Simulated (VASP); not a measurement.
# TaN (WC type) (P-6m2) in VASP: notebook

Runs on TaN (WC type). Level: PBE. Tasks: single point.

Everything below comes from runs of VASP 6.6.1. Logs are shortened: lines on timing, memory, paths and dates and some standing lists are left out, and cuts for length are marked.

### 1 The cell of the first run

Symmetry: P-6m2, No. 187, hexagonal system. Conventional cell: a = 2.799 Å, b = 2.799 Å, c = 2.775 Å, α = 90.00°, β = 90.00°, γ = 120.00°. Ta (site symmetry -6m2) has 6 N at 2.13 Å and 8 Ta at 2.77 to 2.80 Å within 2.8 Å. N (site symmetry -6m2) has 6 Ta at 2.13 Å and 8 N at 2.77 to 2.80 Å within 2.8 Å.

### 2 Single point, PBE

Input file INCAR:

```
SYSTEM = TaN
PREC = Accurate
ENCUT = 600
EDIFF = 1E-6
ISMEAR = -1
SIGMA = 0.08
LREAL = .FALSE.
LASPH = .TRUE.
NELM = 120
ALGO = Normal
ISIF = 2
LWAVE = .FALSE.
LCHARG = .FALSE.
GGA = PE
NBANDS = 15
GGA_COMPAT = .FALSE.
```

Input file KPOINTS:

```
regular mesh
0
G
  16 16 14
  0 0 0
```

Input file POSCAR:

```
TaN
1.0
    2.7985617170      0.0000000000      0.0000000000
   -1.3992808585      2.4236255410      0.0000000000
    0.0000000000      0.0000000000      2.7747028207
Ta N
1 1
Direct
    0.0000000000      0.0000000000      0.0000000000
    0.3333333333      0.6666666667      0.5000000000
```

Potentials or basis: VASP PAW PBE potentials, release 64 (Ta_pv, N).

Run with:

```
> cat potpaw_PBE.64/Ta_pv/POTCAR potpaw_PBE.64/N/POTCAR > POTCAR
> mpirun -np 1 vasp_std > vasp.out
```

OUTCAR:

```text
SYSTEM = TaN
   PREC = Accurate
   ENCUT = 600
   EDIFF = 1E-6
   ISMEAR = -1
   LREAL = .FALSE.
   LASPH = .TRUE.
   NELM = 120
   ISIF = 2
   GGA = PE

 ion  position               nearest neighbor table
   1  0.000  0.000  0.000-   2 2.13   2 2.13   2 2.13   2 2.13   2 2.13   2 2.13
   2  0.333  0.667  0.500-   1 2.13   1 2.13   1 2.13   1 2.13   1 2.13   1 2.13

  LATTYP: Found a hexagonal cell.
 ALAT       =     2.7985617170
 C/A-ratio  =     0.9914745863

  Lattice vectors:

 A1 = (   2.7985617170,   0.0000000000,   0.0000000000)
 A2 = (  -1.3992808585,   2.4236255410,   0.0000000000)
 A3 = (   0.0000000000,   0.0000000000,   2.7747028207)

Analysis of symmetry for initial positions (statically):
=====================================================================
 Subroutine PRICEL returns:
 Original cell was already a primitive cell.

 Routine SETGRP: Setting up the symmetry group for a
 hexagonal supercell.

 Subroutine GETGRP returns: Found 12 space group operations
 (whereof 12 operations were pure point group operations)
 out of a pool of 24 trial point group operations.

The static configuration has the point symmetry D_3h.

Analysis of symmetry for dynamics (positions and initial velocities):
=====================================================================
 Subroutine PRICEL returns:
 Original cell was already a primitive cell.

 Routine SETGRP: Setting up the symmetry group for a
 hexagonal supercell.

 Subroutine GETGRP returns: Found 12 space group operations
 (whereof 12 operations were pure point group operations)
 out of a pool of 24 trial point group operations.

The dynamic configuration has the point symmetry D_3h.

 Subroutine INISYM returns: Found 12 space group operations
 (whereof 12 operations are pure point group operations),
 and found     1 'primitive' translations

----------------------------------------------------------------------------------------

                                     Primitive cell

  volume of cell :      18.8199

  direct lattice vectors                    reciprocal lattice vectors
     2.798561717  0.000000000  0.000000000     0.357326406  0.206302497  0.000000000
    -1.399280859  2.423625541  0.000000000     0.000000000  0.412604993  0.000000000
     0.000000000  0.000000000  2.774702821     0.000000000  0.000000000  0.360398956

  length of vectors
     2.798561717  2.798561717  2.774702821     0.412604993  0.412604993  0.360398956

  position of ions in fractional coordinates (direct lattice)
     0.000000000  0.000000000  0.000000000
     0.333333333  0.666666667  0.500000000

  ion indices of the primitive-cell ions
   primitive index   ion index
                 1           1
                 2           2

----------------------------------------------------------------------------------------

 KPOINTS: regular mesh

Automatic generation of k-mesh.
 Grid dimensions read from file:
 generate k-points for:   16   16   14

 Generating k-lattice:

  Cartesian coordinates                     Fractional coordinates (reciprocal lattice)
     0.022332900  0.012893906  0.000000000     0.062500000 -0.000000000  0.000000000
     0.000000000  0.025787812  0.000000000     0.000000000  0.062500000  0.000000000
     0.000000000  0.000000000  0.025742783     0.000000000  0.000000000  0.071428571

  Length of vectors
     0.025787812  0.025787812  0.025742783

  Shift w.r.t. Gamma in fractional coordinates (k-lattice)
     0.000000000  0.000000000  0.000000000

 Subroutine IBZKPT returns following result:
 ===========================================

 Found    240 irreducible k-points:

 Following reciprocal coordinates:
            Coordinates               Weight
  0.000000  0.000000  0.000000      1.000000
  0.062500 -0.000000  0.000000      6.000000
  0.125000 -0.000000  0.000000      6.000000
  0.187500  0.000000  0.000000      6.000000
  0.250000 -0.000000  0.000000      6.000000
  0.312500 -0.000000  0.000000      6.000000
[... 16 lines left out ...]
  0.187500  0.187500  0.000000      6.000000
  0.250000  0.187500  0.000000     12.000000
 [... further k-points ...]
   k-points           NKPTS =    240   k-points in BZ     NKDIM =    240   number of bands    NBANDS=     15
   number of dos      NEDOS =    301   number of ions     NIONS =      2
   total plane-waves  NPLWV =  13824
   dimension x,y,z NGX =    24 NGY =   24 NGZ =   24
   dimension x,y,z NGXF=    48 NGYF=   48 NGZF=   48
   ions per type =               1   1
   NGX,Y,Z   is equivalent  to a cutoff of  14.26, 14.26, 14.38 a.u.
   NGXF,Y,Z  is equivalent  to a cutoff of  28.51, 28.51, 28.76 a.u.
 SYSTEM =  TaN
   PREC   = accura    normal or accurate (medium, high low for compatibility)
   ISTART =      0    job   : 0-new  1-cont  2-samecut
   ICHARG =      2    charge: 1-file 2-atom 10-const
   ISPIN  =      1    spin polarized calculation?
   LNONCOLLINEAR =      F non collinear calculations
   LSORBIT =      F    spin-orbit coupling
   LASPH  =      T    aspherical Exc in radial PAW
   ENCUT  =  600.0 eV  44.10 Ry    6.64 a.u.   5.59  5.59  5.54*2*pi/ulx,y,z
   NELM   =    120;   NELMIN=  2; NELMDL= -5     # of ELM steps
   EDIFF  = 0.1E-05   stopping-criterion for ELM
   LREAL  =      F    real-space projection
   EDIFFG = 0.1E-04   stopping-criterion for IOM
   NSW    =      0    number of steps for IOM
   IBRION =     -1    ionic relax: 0-MD 1-quasi-New 2-CG
   NFREE  =      0    steps in history (QN), initial steepest desc. (CG)
   ISIF   =      2    stress and relaxation
   ISYM   =      2    0-nonsym 1-usesym 2-fastsym
   POTIM  = 0.5000    time-step for ionic-motion
   TEBEG  =    0.0;   TEEND  =   0.0 temperature during run
   PSTRESS=    0.0 pullay stress
   NELECT =      16.0000    total number of electrons
   NUPDOWN=      -1.0000    fix difference up-down
   EMIN   =  10.00;   EMAX   =-10.00  energy-range for DOS
   EFERMI =   0.00;   METHOD = LEGACY
   ISMEAR =    -1;   SIGMA  =   0.08  broadening in eV -4-tet -1-fermi 0-gaus
   EFERMI_NEDOS =   21; number of points for ismear=-14 and -15
   IALGO  =     38    algorithm
   IMIX   =      4    mixing-type and parameters
     AMIX     =   0.40;   BMIX     =  1.00
     AMIX_MAG =   1.60;   BMIX_MAG =  1.00
  volume/ion in A,a.u.               =       9.41        63.50
  Fermi-wavevector in a.u.,A,eV,Ry     =   1.550872  2.930723 32.724773  2.405203
  Thomas-Fermi vector in A             =   2.655473
   LORBIT       =      0    0 simple, 1 ext, 2 COOP (PROOUT), +10 PAW based schemes
   GGA     = PE    functional components
   LHFCALC =     F    Hartree Fock is set to
   AEXX    =    0.0000 exact exchange contribution
   IVDW    =     0    specifies the selected vdW correction
   LEPSILON=     F    determine dielectric tensor
   LRPA    =     F    only Hartree local field effects (RPA)
 non-spin polarized calculation
  energy-cutoff  :      600.00
  volume of cell :       18.82
 maximum number of plane-waves:       644
 NGX is ok and might be reduce to    24
   NGX = 11   NGY = 11   NGZ = 11

 number of electron      16.0000003 magnetization

 Free energy of the ion-electron system (eV)
  ---------------------------------------------------
  ext. energy  EPLUGINS =         0.00000000
  ---------------------------------------------------
  free energy    TOTEN  =       -21.85565442 eV

  energy without entropy =      -21.85364293  energy(sigma->0) =      -21.85464867

 E-fermi :   9.7438     XC(G=0): -14.1084

 val. band max:        9.7218747040   @ k =   0.3125   0.3125   0.0000
 cond. band min:       9.7513059302   @ k =   0.0625  -0.0000   0.5000
 fundamental gap:      0.0294312261
 Fermi energy:         9.7437635624

 k-point     1 :       0.0000    0.0000    0.0000
  band No.  band energies     occupation
      1     -24.7610      2.00000
      2     -24.3558      2.00000
      3     -24.3558      2.00000
      4      -9.0892      2.00000
      5       4.6264      2.00000
      6       4.6264      2.00000
      7       4.8214      2.00000
      8       6.6091      2.00000
      9      13.0871      0.00000
     10      13.9199      0.00000
     11      13.9199      0.00000
     12      14.5467      0.00000
     13      14.5467      0.00000
     14      23.5550      0.00000
     15      24.0661      0.00000

 k-point     2 :       0.0625   -0.0000    0.0000
  band No.  band energies     occupation
      1     -24.7516      2.00000
      2     -24.4287      2.00000
      3     -24.3705      2.00000
      4      -8.9821      2.00000
      5       4.3315      2.00000
      6       4.7060      2.00000
      7       4.9939      2.00000
      8       6.4575      2.00000
      9      13.4234      0.00000
     10      13.7152      0.00000
     11      13.9331      0.00000
     12      14.4910      0.00000
     13      14.6775      0.00000
     14      23.5556      0.00000
     15      24.0368      0.00000

 k-point     3 :       0.1250   -0.0000    0.0000
  band No.  band energies     occupation
      1     -24.7250      2.00000
      2     -24.6315      2.00000
      3     -24.4123      2.00000
      4      -8.6787      2.00000
      5       3.6988      2.00000
      6       4.9292      2.00000
      7       5.3540      2.00000
      8       6.0563      2.00000
      9      13.1494      0.00000
     10      13.9923      0.00000
     11      14.3363      0.00000
     12      14.3428      0.00000
     13      14.9992      0.00000
     14      23.5567      0.00000
     15      23.9650      0.00000
[... 343 lines left out ...]
 k-point    23 :       0.1875    0.1875    0.0000
  band No.  band energies     occupation
      1     -25.5138      2.00000
      2     -24.7710      2.00000
      3     -24.5779      2.00000
      4      -6.9841      2.00000
      5       1.6618      2.00000
      6       4.4220      2.00000
      7       5.2526      2.00000
      8       7.0941      2.00000
      9      11.3537      0.00000
     10      12.6408      0.00000
     11      15.5234      0.00000
     12      16.9028      0.00000
     13      18.0329      0.00000
     14      23.5987      0.00000
     15      24.7163      0.00000

 k-point    24 :       0.2500    0.1875    0.0000
  band No.  band energies     occupation
      1     -25.6819      2.00000
      2     -24.9035      2.00000
      3     -24.5399      2.00000
      4      -6.5142      2.00000
      5       1.3596      2.00000
      6       4.1119      2.00000
      7       4.9241      2.00000
      8       7.6585      2.00000
      9      11.3029      0.00000
     10      12.1003      0.00000
     11      15.7022      0.00000
     12      17.3943      0.00000
     13      19.3031      0.00000
     14      23.5987      0.00000
     15      25.1620      0.00000

 [... further k-points ...]
[... 5 lines left out ...]
  --------------------------------------------------------------------------------------
  -------------------------------------------------------------------------------------
  Total        8.2642053      8.2642053      8.3023293      0.0000000     -0.0000000      0.0000000
  in kB      703.5497202    703.5497202    706.7953026      0.0000000     -0.0000000      0.0000000
  external PRESSURE =     704.6315810 kB  Pullay stress =       0.0000000 kB

 VOLUME and BASIS-vectors are now :
 -----------------------------------------------------------------------------
  energy-cutoff  :      600.00
  volume of cell :       18.82
      direct lattice vectors                 reciprocal lattice vectors
     2.798561717  0.000000000  0.000000000     0.357326406  0.206302497  0.000000000
    -1.399280859  2.423625541  0.000000000     0.000000000  0.412604993  0.000000000
     0.000000000  0.000000000  2.774702821     0.000000000  0.000000000  0.360398956

 POSITION                                       TOTAL-FORCE (eV/Angst)
 -----------------------------------------------------------------------------------
      0.00000      0.00000      0.00000        -0.000000     -0.000000      0.000000
     -0.00000      1.61575      1.38735         0.000000      0.000000      0.000000
 -----------------------------------------------------------------------------------
    total drift:                                0.000000     -0.000000     -0.000000

  FREE ENERGIE OF THE ION-ELECTRON SYSTEM (eV)
  ---------------------------------------------------
  free  energy   TOTEN  =       -21.8556544151 eV

  energy  without entropy=      -21.8536429279  energy(sigma->0) =      -21.85464867
```

Wall time 59 s (1 thread of Intel Xeon 8259CL, shared host); peak memory 0.21 GiB.

Results:

| Item | Value |
| --- | --- |
| Free energy | -21.8557 eV |
| Pressure | 70.5 GPa |
| Band gap on the k mesh | zero (bands 8 and 9 overlap by 0.31 eV) |

Levels at points of the mesh, in eV from the Fermi level:
| k point | band 6 | band 7 | band 8 | band 9 | band 10 | band 11 |
| --- | --- | --- | --- | --- | --- | --- |
| (0.00, 0.00, 0.00) | -5.12 | -4.92 | -3.13 | 3.34 | 4.18 | 4.18 |
| (0.50, 0.00, 0.00) | -6.02 | -4.10 | -3.37 | 3.53 | 4.97 | 5.96 |
| (0.00, 0.00, 0.50) | -4.17 | -4.17 | -0.16 | -0.16 | 2.64 | 3.81 |
| (0.50, 0.00, 0.50) | -6.72 | -6.44 | -0.06 | 5.18 | 6.55 | 7.25 |

Caveat: the cell stands under pressure; spin-orbit coupling is left out, which moves the levels of the heavy elements.

(Continued in part 2 of 2.)
